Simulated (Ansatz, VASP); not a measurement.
## One calculation of BAs, two programs

```
B As
1.0
     0.00000    2.33974    2.33974
     2.33974    0.00000    2.33974
     2.33974    2.33974    0.00000
B As
1 1
Direct
  0.00000 0.00000 0.00000
  0.75000 0.75000 0.75000
```

Change from the starting cell: volume scaled by 0.94.

Alike in both runs: task single point; functional LDA; k mesh 15 × 15 × 15; occupations fermi-dirac, width 0.03 eV; no spin polarisation.

|  | VASP | Ansatz |
| --- | --- | --- |
| version | VASP 6.6.1 | Ansatz 0.2.0 |
| potentials or method | VASP PAW LDA potentials, release 64 (B, As), cutoff 520 eV | all-electron LAPW, scalar-relativistic |

```csv
,VASP,Ansatz,Ansatz less VASP
pressure (GPa),6.4,5.3,-1.11
```

LDA's correlation is that of Perdew and Zunger in VASP and of Perdew and Wang (1992) in Ansatz. Ansatz ran all-electron here, and VASP with PAW potentials.
